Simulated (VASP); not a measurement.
# Li (Fm-3m) in VASP: a series of runs

The runs below take Li through single point, with RPBE.

Everything below comes from runs of VASP 6.6.1. Logs are shortened: lines on timing, memory, paths and dates and some standing lists are left out, and cuts for length are marked.

### 1 The cell of the first run

Symmetry: Fm-3m, No. 225, cubic system. The conventional cell has a = 4.496 Å, b = 4.496 Å, c = 4.496 Å, α = 90.00°, β = 90.00°, γ = 90.00°. Li (site symmetry m-3m) has 12 Li at 3.18 Å within 4.2 Å.

This isn't the form of Li at room conditions, which is bcc.

### 2 Single point, RPBE (22.72 Å³/atom)

Input file INCAR:

```
SYSTEM = Li
PREC     = Accurate       ! precision mode
ENCUT    = 520            ! plane-wave cutoff, eV
EDIFF    = 1E-6           ! SCF threshold, eV
ISMEAR   = -1             ! smearing method
SIGMA    = 0.1            ! smearing width, eV
LREAL    = .False.        ! projectors in reciprocal space
LASPH    = .True.         ! aspherical terms in the spheres
NELM     = 60             ! most SCF steps
ALGO     = Normal         ! electronic algorithm
ISIF     = 2              ! what is computed and relaxed
LWAVE    = .False.        ! write WAVECAR
LCHARG   = .True.         ! write CHGCAR
GGA      = RP             ! functional
LELF     = .True.         ! ELF
LVHAR    = .True.       
NBANDS   = 8              ! bands
```

Input file KPOINTS:

```
Automatic mesh
0
Gamma
  14 14 14
  0 0 0
```

Input file POSCAR:

```
Li
1.0
    0.0000000000      2.2481091279      2.2481091279
    2.2481091279      0.0000000000      2.2481091279
    2.2481091279      2.2481091279      0.0000000000
Li
1
Direct
    0.0000000000      0.0000000000      0.0000000000
```

Potentials or basis: VASP PAW PBE potentials, release 64 (Li_sv).

Run with:

```bash
cat potpaw_PBE.64/Li_sv/POTCAR > POTCAR
mpirun -np 1 vasp_std > vasp.out
```

OUTCAR:

```text
SYSTEM = Li
   PREC = Accurate
   ENCUT = 520
   EDIFF = 1E-6
   ISMEAR = -1
   LREAL = .False.
   LASPH = .True.
   NELM = 60
   ISIF = 2
   GGA = RP

 ion  position               nearest neighbor table
   1  0.000  0.000  0.000-

  LATTYP: Found a face centered cubic cell.
 ALAT       =     4.4962182558

  Lattice vectors:

 A1 = (   0.0000000000,   2.2481091279,   2.2481091279)
 A2 = (   2.2481091279,   0.0000000000,   2.2481091279)
 A3 = (   2.2481091279,   2.2481091279,   0.0000000000)

Analysis of symmetry for initial positions (statically):
=====================================================================
 Subroutine PRICEL returns:
 Original cell was already a primitive cell.

 Routine SETGRP: Setting up the symmetry group for a
 face centered cubic supercell.

 Subroutine GETGRP returns: Found 48 space group operations
 (whereof 48 operations were pure point group operations)
 out of a pool of 48 trial point group operations.

The static configuration has the point symmetry O_h .

Analysis of symmetry for dynamics (positions and initial velocities):
=====================================================================
 Subroutine PRICEL returns:
 Original cell was already a primitive cell.

 Routine SETGRP: Setting up the symmetry group for a
 face centered cubic supercell.

 Subroutine GETGRP returns: Found 48 space group operations
 (whereof 48 operations were pure point group operations)
 out of a pool of 48 trial point group operations.

The dynamic configuration has the point symmetry O_h .

 Subroutine INISYM returns: Found 48 space group operations
 (whereof 48 operations are pure point group operations),
 and found     1 'primitive' translations

----------------------------------------------------------------------------------------

                                     Primitive cell

  volume of cell :      22.7239

  direct lattice vectors                    reciprocal lattice vectors
     0.000000000  2.248109128  2.248109128    -0.222409132  0.222409132  0.222409132
     2.248109128  0.000000000  2.248109128     0.222409132 -0.222409132  0.222409132
     2.248109128  2.248109128  0.000000000     0.222409132  0.222409132 -0.222409132

  length of vectors
     3.179306418  3.179306418  3.179306418     0.385223917  0.385223917  0.385223917

  position of ions in fractional coordinates (direct lattice)
[... 76 lines left out ...]
   NELM   =     60;   NELMIN=  2; NELMDL= -5     # of ELM steps
   EDIFF  = 0.1E-05   stopping-criterion for ELM
   LREAL  =      F    real-space projection
   EDIFFG = 0.1E-04   stopping-criterion for IOM
   NSW    =      0    number of steps for IOM
   IBRION =     -1    ionic relax: 0-MD 1-quasi-New 2-CG
   NFREE  =      0    steps in history (QN), initial steepest desc. (CG)
   ISIF   =      2    stress and relaxation
   ISYM   =      2    0-nonsym 1-usesym 2-fastsym
   POTIM  = 0.5000    time-step for ionic-motion
   TEBEG  =    0.0;   TEEND  =   0.0 temperature during run
   PSTRESS=    0.0 pullay stress
   NELECT =       3.0000    total number of electrons
   NUPDOWN=      -1.0000    fix difference up-down
   EMIN   =  10.00;   EMAX   =-10.00  energy-range for DOS
   EFERMI =   0.00;   METHOD = LEGACY
   ISMEAR =    -1;   SIGMA  =   0.10  broadening in eV -4-tet -1-fermi 0-gaus
   EFERMI_NEDOS =   21; number of points for ismear=-14 and -15
   IALGO  =     38    algorithm
   IMIX   =      4    mixing-type and parameters
     AMIX     =   0.40;   BMIX     =  1.00
     AMIX_MAG =   1.60;   BMIX_MAG =  1.00
  volume/ion in A,a.u.               =      22.72       153.35
  Fermi-wavevector in a.u.,A,eV,Ry     =   0.833594  1.575264  9.454400  0.694879
  Thomas-Fermi vector in A             =   1.946844
   LORBIT       =      0    0 simple, 1 ext, 2 COOP (PROOUT), +10 PAW based schemes
   GGA     = RP    functional components
   LHFCALC =     F    Hartree Fock is set to
   AEXX    =    0.0000 exact exchange contribution
   IVDW    =     0    specifies the selected vdW correction
   LEPSILON=     F    determine dielectric tensor
   LRPA    =     F    only Hartree local field effects (RPA)
 non-spin polarized calculation
  energy-cutoff  :      520.00
  volume of cell :       22.72
 maximum number of plane-waves:       624
   NGX = 11   NGY = 11   NGZ = 11

 number of electron       3.0000007 magnetization

 Free energy of the ion-electron system (eV)
  ---------------------------------------------------
  ext. energy  EPLUGINS =         0.00000000
  ---------------------------------------------------
  free energy    TOTEN  =        -1.81776644 eV

  energy without entropy =       -1.80275409  energy(sigma->0) =       -1.81026027

 E-fermi :   0.3619     XC(G=0):  -6.7419

 val. band max:        0.2666873430   @ k =   0.5000   0.2143   0.0714
 cond. band min:       0.3653902173   @ k =   0.5000   0.3571   0.1429
 fundamental gap:      0.0987028743
 Fermi energy:         0.3618941721

 k-point     1 :       0.0000    0.0000    0.0000
  band No.  band energies     occupation
      1     -46.5427      2.00000
      2      -3.0391      2.00000
      3      13.8020      0.00000
      4      13.8023      0.00000
      5      13.8023      0.00000
      6      17.3083      0.00000
      7      17.3083      0.00000
      8      17.3083      0.00000
[... 243 lines left out ...]
 k-point    24 :       0.2857    0.1429    0.0000
  band No.  band energies     occupation
      1     -46.5362      2.00000
      2      -1.7497      2.00000
      3       8.2922      0.00000
      4      10.7756      0.00000
      5      12.7636      0.00000
      6      13.9007      0.00000
      7      15.9220      0.00000
      8      20.5513      0.00000

 [... further k-points ...]

------------------------ aborting loop because EDIFF is reached ----------------------------------------

  FORCE on cell =-STRESS in cart. coord.  units (eV):
  Direction    XX          YY          ZZ          XY          YZ          ZX
  --------------------------------------------------------------------------------------
  -------------------------------------------------------------------------------------
  Total       -0.1372941     -0.1372941     -0.1372941     -0.0000000     -0.0000000     -0.0000000
  in kB       -9.6801119     -9.6801119     -9.6801119     -0.0000000     -0.0000000     -0.0000000
  external PRESSURE =      -9.6801119 kB  Pullay stress =       0.0000000 kB

 VOLUME and BASIS-vectors are now :
 -----------------------------------------------------------------------------
  energy-cutoff  :      520.00
  volume of cell :       22.72
      direct lattice vectors                 reciprocal lattice vectors
     0.000000000  2.248109128  2.248109128    -0.222409132  0.222409132  0.222409132
     2.248109128  0.000000000  2.248109128     0.222409132 -0.222409132  0.222409132
     2.248109128  2.248109128  0.000000000     0.222409132  0.222409132 -0.222409132

 POSITION                                       TOTAL-FORCE (eV/Angst)
 -----------------------------------------------------------------------------------
      0.00000      0.00000      0.00000        -0.000000     -0.000000     -0.000000
 -----------------------------------------------------------------------------------
    total drift:                               -0.000000      0.000000     -0.000000

  FREE ENERGIE OF THE ION-ELECTRON SYSTEM (eV)
  ---------------------------------------------------
  free  energy   TOTEN  =        -1.8177664423 eV

  energy  without entropy=       -1.8027540931  energy(sigma->0) =       -1.81026027
```

OSZICAR:

```text
N       E                     dE             d eps       ncg     rms          rms(c)
DAV:   1     0.647648965732E-01    0.64765E-01   -0.69234E+02  1680   0.252E+02
DAV:   2    -0.179364019843E+01   -0.18584E+01   -0.18136E+01  2432   0.360E+01
DAV:   3    -0.181939529455E+01   -0.25755E-01   -0.25749E-01  1944   0.319E+00
DAV:   4    -0.181978504097E+01   -0.38975E-03   -0.38974E-03  2552   0.337E-01
DAV:   5    -0.181978593686E+01   -0.89589E-06   -0.89589E-06  2032   0.133E-02    0.236E-01
DAV:   6    -0.181846619102E+01    0.13197E-02   -0.19248E-04  2256   0.986E-02    0.140E-01
DAV:   7    -0.181777134930E+01    0.69484E-03   -0.47691E-04  2416   0.131E-01    0.245E-02
DAV:   8    -0.181777005031E+01    0.12990E-05   -0.65483E-06  1912   0.173E-02    0.440E-03
DAV:   9    -0.181776740070E+01    0.26496E-05   -0.35245E-07  2400   0.390E-03    0.445E-04
DAV:  10    -0.181776644233E+01    0.95837E-06   -0.11602E-08  1120   0.817E-04
   1 F= -.18177664E+01 E0= -.18102603E+01  d E =-.150123E-01
```

It took 7.7 s on 1 thread of Intel Xeon Platinum 8488C (Sapphire Rapids), shared host; peak memory 0.13 GiB.

What came out:

| Property | Result |
| --- | --- |
| Free energy | -1.8178 eV |
| Band gap on the k mesh | zero (an odd number of electrons rules out a gap without spin polarisation) |

Levels at points of the mesh, in eV from the Fermi level:
```
           k point  band 1  band 2  band 3  band 4  band 5
(0.00, 0.00, 0.00)  -46.90   -3.40   13.44   13.44   13.44
(0.50, 0.00, 0.00)  -46.89    0.05    2.60   11.82   11.82
(0.50, 0.50, 0.00)  -46.89    1.48    4.32    7.90    7.90
```

Caveat: the cutoff is under 1.25 times the usual one of these potentials, so pressure, stress and relaxed cells hold a basis-set (Pulay) error; the PAW data sets were made with another functional, which shifts forces and pressure a little.

### 3 Single point, RPBE (23.57 Å³/atom)

This run uses another cell than the first one, of 23.57 Å³/atom.

Input file INCAR:

```
SYSTEM = Li
PREC = Accurate ; ENCUT = 520
EDIFF = 1E-7 ; ISMEAR = -1
SIGMA = 0.1 ; LREAL = .FALSE.
LASPH = .TRUE. ; NELM = 60
ALGO = Normal ; ISIF = 2
LWAVE = .FALSE. ; LCHARG = .FALSE.
GGA = RP ; NBANDS = 8
```

Input file KPOINTS:

```
Automatic mesh
0
G
  14 14 14
  0 0 0
```

Input file POSCAR:

```
Li
1.0
    0.0000000000      2.2755277951      2.2755277951
    2.2755277951      0.0000000000      2.2755277951
    2.2755277951      2.2755277951      0.0000000000
Li
1
Direct
    0.0000000000      0.0000000000      0.0000000000
```

Potentials or basis: VASP PAW PBE potentials, release 64 (Li_sv).

Run with:

```bash
cat potpaw_PBE.64/Li_sv/POTCAR > POTCAR
mpirun -np 1 vasp_std > vasp.out
```

Wall time 8.2 s (1 thread of Intel Xeon Platinum 8488C (Sapphire Rapids), shared host); peak memory 0.13 GiB.

Results (log left out):

- Free energy: -1.8121 eV
- Band gap on the k mesh: zero (an odd number of electrons rules out a gap without spin polarisation)

Levels at points of the mesh, in eV from the Fermi level:
| k point | band 1 | band 2 | band 3 | band 4 | band 5 | band 6 |
| --- | --- | --- | --- | --- | --- | --- |
| (0.00, 0.00, 0.00) | -46.97 | -3.35 | 13.09 | 13.09 | 13.09 | 16.56 |
| (0.50, 0.00, 0.00) | -46.96 | 0.06 | 2.49 | 11.52 | 11.52 | 15.07 |
| (0.50, 0.50, 0.00) | -46.96 | 1.45 | 4.20 | 7.71 | 7.71 | 9.68 |

Caveat: the cutoff is under 1.25 times the usual one of these potentials, so pressure, stress and relaxed cells hold a basis-set (Pulay) error; the PAW data sets were made with another functional, which shifts forces and pressure a little.

### 4 Single point, RPBE

This run uses another cell than the first one, of 21.04 Å³/atom.

Input file INCAR:

```
PREC     = Accurate       # precision mode
ENCUT    = 520            # plane-wave cutoff, eV
EDIFF    = 1E-6           # SCF threshold, eV
ISMEAR   = -1             # smearing method
SIGMA    = 0.1            # smearing width, eV
LREAL    = F              # projectors in reciprocal space
LASPH    = T              # aspherical terms in the spheres
NELM     = 60             # most SCF steps
ALGO     = Normal         # electronic algorithm
ISIF     = 2              # what is computed and relaxed
LWAVE    = F              # write WAVECAR
LCHARG   = F              # write CHGCAR
GGA      = RP             # functional
NBANDS   = 8              # bands
```

Input file KPOINTS:

```
regular mesh
0
Gamma
  20 20 20
```

Input file POSCAR:

```
Li
1.0
    0.0000000000      2.1911703225      2.1911703225
    2.1911703225      0.0000000000      2.1911703225
    2.1911703225      2.1911703225      0.0000000000
Li
1
Direct
    0.0000000000      0.0000000000      0.0000000000
```

Potentials or basis: VASP PAW PBE potentials, release 64 (Li_sv).

Run with:

```bash
cat potpaw_PBE.64/Li_sv/POTCAR > POTCAR
mpirun -np 1 vasp_std > vasp.out
```

OUTCAR:

```text
PREC = Accurate
   ENCUT = 520
   EDIFF = 1E-6
   ISMEAR = -1
   LREAL = F
   LASPH = T
   NELM = 60
   ISIF = 2
   GGA = RP

 ion  position               nearest neighbor table
   1  0.000  0.000  0.000-

  LATTYP: Found a face centered cubic cell.
 ALAT       =     4.3823406450

  Lattice vectors:

 A1 = (   0.0000000000,   2.1911703225,   2.1911703225)
 A2 = (   2.1911703225,   0.0000000000,   2.1911703225)
 A3 = (   2.1911703225,   2.1911703225,   0.0000000000)

Analysis of symmetry for initial positions (statically):
=====================================================================
 Subroutine PRICEL returns:
 Original cell was already a primitive cell.

 Routine SETGRP: Setting up the symmetry group for a
 face centered cubic supercell.

 Subroutine GETGRP returns: Found 48 space group operations
 (whereof 48 operations were pure point group operations)
 out of a pool of 48 trial point group operations.

The static configuration has the point symmetry O_h .

Analysis of symmetry for dynamics (positions and initial velocities):
[... 158 lines left out ...]
 val. band max:        0.5622741533   @ k =   0.5000   0.2000   0.0500
 cond. band min:       0.5847598377   @ k =   0.5000   0.0000   0.0000
 fundamental gap:      0.0224856844
 Fermi energy:         0.5835191032

 k-point     1 :       0.0000    0.0000    0.0000
  band No.  band energies     occupation
      1     -46.2021      2.00000
      2      -2.9375      2.00000
      3      14.7748      0.00000
      4      14.7750      0.00000
      5      14.7750      0.00000
      6      18.3680      0.00000
      7      18.3680      0.00000
      8      18.3680      0.00000
[... 243 lines left out ...]
 k-point    24 :      -0.3500    0.0500    0.0000
  band No.  band energies     occupation
      1     -46.1895      2.00000
      2      -0.5705      1.99998
      3       5.3582      0.00000
      4      12.4515      0.00000
      5      13.4466      0.00000
      6      16.6542      0.00000
      7      17.2164      0.00000
      8      19.1620      0.00000

 [... further k-points ...]

------------------------ aborting loop because EDIFF is reached ----------------------------------------

  FORCE on cell =-STRESS in cart. coord.  units (eV):
  Direction    XX          YY          ZZ          XY          YZ          ZX
  --------------------------------------------------------------------------------------
  -------------------------------------------------------------------------------------
  Total       -0.0079326     -0.0079326     -0.0079326     -0.0000000      0.0000000     -0.0000000
  in kB       -0.6040429     -0.6040429     -0.6040429     -0.0000000      0.0000000     -0.0000000
  external PRESSURE =      -0.6040429 kB  Pullay stress =       0.0000000 kB

 VOLUME and BASIS-vectors are now :
 -----------------------------------------------------------------------------
  energy-cutoff  :      520.00
  volume of cell :       21.04
      direct lattice vectors                 reciprocal lattice vectors
     0.000000000  2.191170323  2.191170323    -0.228188560  0.228188560  0.228188560
     2.191170323  0.000000000  2.191170323     0.228188560 -0.228188560  0.228188560
     2.191170323  2.191170323  0.000000000     0.228188560  0.228188560 -0.228188560

 POSITION                                       TOTAL-FORCE (eV/Angst)
 -----------------------------------------------------------------------------------
      0.00000      0.00000      0.00000        -0.000000     -0.000000     -0.000000
 -----------------------------------------------------------------------------------
    total drift:                               -0.000000      0.000000      0.000000

  FREE ENERGIE OF THE ION-ELECTRON SYSTEM (eV)
  ---------------------------------------------------
  free  energy   TOTEN  =        -1.8213525289 eV

  energy  without entropy=       -1.8053986939  energy(sigma->0) =       -1.81337561
```

stdout:

```text
POSCAR found type information on POSCAR Li
 POSCAR found :  1 types and       1 ions
 scaLAPACK will be used
 -----------------------------------------------------------------------------
|                                                                             |
|                                                                             |
|     You enforced a specific xc type in the INCAR file but a different       |
|     I HOPE YOU KNOW WHAT YOU ARE DOING!                                     |
|                                                                             |
 -----------------------------------------------------------------------------

 LDA part: xc-table for (Slater+PW92), standard interpolation
 POSCAR, INCAR and KPOINTS ok, starting setup
 FFT: planning ... GRIDC
 FFT: planning ... GRID_SOFT
 FFT: planning ... GRID
 WAVECAR not read
 entering main loop
```

It took 15 s on 1 thread of Intel Xeon Platinum 8488C (Sapphire Rapids), shared host; peak memory 0.15 GiB.

What came out:

| Item | Value |
| --- | --- |
| Free energy | -1.8214 eV |
| Band gap on the k mesh | zero (an odd number of electrons rules out a gap without spin polarisation) |

Caveat: the cutoff is under 1.25 times the usual one of these potentials, so pressure, stress and relaxed cells hold a basis-set (Pulay) error; the PAW data sets were made with another functional, which shifts forces and pressure a little.

### 5 The runs side by side

| cell | k mesh | gap on the mesh (eV) |
| --- | --- | --- |
| a = 3.179 Å, angles 60.0°, 1 atom | 14 × 14 × 14 | none |
| a = 3.218 Å, angles 60.0°, 1 atom | 14 × 14 × 14 | none |
| a = 3.099 Å, angles 60.0°, 1 atom | 20 × 20 × 20 | none |

Alike in all rows: task single point; level RPBE; potentials or basis VASP PAW PBE potentials, release 64 (Li_sv); no spin polarisation; cutoff (eV) 520; smearing fermi-dirac 0.1 eV.

Caveats: the cutoff is under 1.25 times the usual one of these potentials, so pressure, stress and relaxed cells hold a basis-set (Pulay) error; the PAW data sets were made with another functional, which shifts forces and pressure a little.

Absolute energies hang on the potentials; compare differences alone.

The gap in the log of VASP goes by the Fermi energy; the results here count the filled bands.